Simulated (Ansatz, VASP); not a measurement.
**Two plane-wave programs on KI**

File INCAR:

```
SYSTEM = KI
PREC = Accurate
ENCUT = 520
EDIFF = 1E-6
ISMEAR = 0
SIGMA = 0.01
LREAL = .False.
LASPH = .True.
NELM = 150
ALGO = Normal
ISIF = 2
LWAVE = .False.
LCHARG = .False.
MAGMOM = 0 0 0 0 0 0
LORBIT = 11
LSORBIT = .True.
GGA_COMPAT = .False.
LORBMOM = .True.
GGA = PE
NBANDS = 28
```

File KPOINTS:

```
Automatic mesh
0
Gamma
  6 6 6
  0 0 0
```

Contents of POSCAR:

```
KI
1.0
    4.2909468193      0.0000000000      0.0000000000
    0.0000000000      4.2909468193      0.0000000000
    0.0000000000      0.0000000000      4.2909468193
K I
1 1
Direct
    0.0000000000      0.0000000000      0.0000000000
    0.5000000000      0.5000000000      0.5000000000
```

Input for Ansatz:

```yaml
crystal:
  lattice:
    - [4.2909468193, 0.0, 0.0]
    - [0.0, 4.2909468193, 0.0]
    - [0.0, 0.0, 4.2909468193]
  atoms:
    - { symbol: K, position: [0.0, 0.0, 0.0] }
    - { symbol: I, position: [0.5, 0.5, 0.5] }
kpoints:
  mp_grid: { grid: [6, 6, 6] }
  band_path:
    path:
      - [0.0, 0.0, 0.0]
      - [0.0, 0.5, 0.0]
      - [0.5, 0.5, 0.0]
      - [0.5, 0.5, 0.5]
      - [0.0, 0.5, 0.5]
    npoints: 1
hamiltonian:
  xc: pbe
scf:
  occupations: { method: fixed }
  n_extra_bands: 8
magnetization:
  noncollinear: true
  spin_orbit: true
output:
  forces: true
  stress: true
  eigenvalues: true
  write_density: true
  write_potential: true
  elf: true
  volumetric_format: npy
```

Alike in both runs: task single point; functional PBE; k mesh 6 × 6 × 6; non-collinear spin, spin-orbit coupling.

|  | VASP | Ansatz |
| --- | --- | --- |
| version | VASP 6.6.1 | Ansatz 0.2.0 |
| potentials or method | VASP PAW PBE potentials, release 64 (K_sv, I) | plane waves, PAW |
| plane-wave cutoff (eV) | 520 | 420 |
| occupations | gaussian, width 0.01 eV | fixed |
| valence electrons in the cell | 16 | 26 |

```tsv
	VASP	Ansatz	Ansatz less VASP
pressure (GPa)	0.5	0.5	-0.03
```

VASP's potentials hold 16 valence electrons a cell and Ansatz's 26, so a difference there can come from the potentials and not from the codes.
